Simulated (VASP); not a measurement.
Here is a VASP 6.6.1 calculation.

The input INCAR:

```
SYSTEM = CdSnO2
ALGO = Normal
EDIFF = 1E-7
ENCUT = 520
GGA = PE
ISIF = 2
ISMEAR = 0
LASPH = .True.
LCHARG = .False.
LREAL = .False.
LWAVE = .False.
NBANDS = 48
NELM = 100
PREC = Accurate
SIGMA = 0.15
```

File KPOINTS:

```
k-points
0
Gamma
  3 2 2
  0 0 0
```

The input POSCAR:

```
CdSnO2
1.0
    3.4942114210      0.0000000000      0.0000000000
    0.0000000000      6.9067871772      0.0000000000
    0.0000000000      0.0000000000      6.2628586985
Cd Sn O
2 2 4
Direct
    0.5000000000      0.0000000000      0.0000000000
    0.0000000000      0.5000000000      0.5000000000
    0.5000000000      0.0000000000      0.5000000000
    0.0000000000      0.5000000000      0.0000000000
    0.4972391536      0.2989348739      0.0000000000
    0.5027608464      0.7010651261      0.0000000000
   -0.0027608464      0.2010651261      0.5000000000
    1.0027608464      0.7989348739      0.5000000000
```

Potentials or basis: VASP PAW PBE potentials, release 64 (Cd, Sn_d, O).

Run with:

```bash
$ cat potpaw_PBE.64/Cd/POTCAR potpaw_PBE.64/Sn_d/POTCAR potpaw_PBE.64/O/POTCAR > POTCAR
$ mpirun -np 1 vasp_std > vasp.out
```

(1) Predict the pressure.

(2) What does it give for the largest force?

(3) Predict the band gap on the k mesh.

Answers

(1) 0.7 GPa.

(2) 0.193 eV/Å.

(3) zero (bands 38 and 39 overlap by 0.44 eV).

Caveat: the k points lie up to 0.60 Å⁻¹ apart; semilocal functionals underestimate gaps, and a narrow one can read as zero; spin-orbit coupling is left out, which moves the levels of the heavy elements.
